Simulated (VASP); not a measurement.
Set up this calculation in VASP 6.6.1, as the native input.

* Task: relaxation of cell and atoms
* Functional: PBE
* Potentials or basis: VASP PAW PBE potentials, release 64 (Mg, Cd, S)
* Cutoff: 600 eV
* k mesh: 4 × 2 × 2
* Occupations: gaussian, width 0.1 eV
* Spin: no spin polarisation
* Dipole correction: no
* Further INCAR settings: ALGO = Normal; EDIFF = 1e-06; IBRION = 2; EDIFFG = -0.025; NSW = 80; ISIF = 3

The structure of Mg2CdS3 lies in POSCAR:

```
Mg2CdS3
1.0
    3.6560109441     -0.0553430850      0.0102224528
   -0.0958570350      6.5408996178     -0.0127981296
    0.0250747462     -0.0181245530      9.1481793470
Mg Cd S
4 2 6
Direct
   -0.0003148013      0.3246558397      0.6607407369
    0.5054671698      0.8423560290      0.6630461724
    0.4824828923      0.1755649125      0.3289027302
    0.0154385051      0.6574518893      0.3394008250
    0.4951479622      0.5048125959     -0.0048704746
    0.0205014436      0.9998284454      1.0032527371
    0.9914682753      0.0074675247      0.5005406302
    0.4967790785      0.4998814796      0.5053922988
    0.0063594708      0.3442078517      0.1841995636
    0.5085623772      0.8359849533      0.1793022617
    0.4906057182      0.1548937933      0.8223389181
   -0.0124980918      0.6528946857      0.8177536007
```

These files were run (other wordings do the same):

INCAR

```
SYSTEM = Mg2CdS3
  PREC = Accurate
  ENCUT = 600
  EDIFF = 1E-6
  ISMEAR = 0
  SIGMA = 0.1
  LREAL = .False.
  LASPH = .True.
  NELM = 60
  ALGO = Normal
  ISIF = 3
  LWAVE = .False.
  LCHARG = .False.
  GGA = PE
  IBRION = 2
  NSW = 80
  EDIFFG = -0.025
```

KPOINTS

```
regular mesh
0
Gamma
  4 2 2
  0 0 0
```

Potentials or basis: VASP PAW PBE potentials, release 64 (Mg, Cd, S).

Command:

```bash
$ cat potpaw_PBE.64/Mg/POTCAR potpaw_PBE.64/Cd/POTCAR potpaw_PBE.64/S/POTCAR > POTCAR
$ mpirun -np 1 vasp_std > vasp.out
```

Results of the run:

```
Relaxed volume                        : 18.88 Å³/atom
Relaxed cell                          : a = 3.773 Å, b = 6.512 Å, c = 9.220 Å, α = 90.09°, β = 90.00°, γ = 89.97°
Space group after relaxing (to 0.1 Å) : P-3m1 (No. 164)
Energy gained by relaxing             : 22.9 meV/atom
Ionic steps                           : 14
Pressure after relaxing               : 0.0 GPa
Largest force after relaxing          : 0.023 eV/Å
Band gap on the k mesh                : 1.67 eV (least direct gap 1.77 eV)
```

Caveat: the k points lie up to 0.48 Å⁻¹ apart in the final cell.

It took 12 min on 1 thread of Intel(R) Xeon(R) 6975P-C (Granite Rapids) (shared host), peak memory 0.42 GiB.
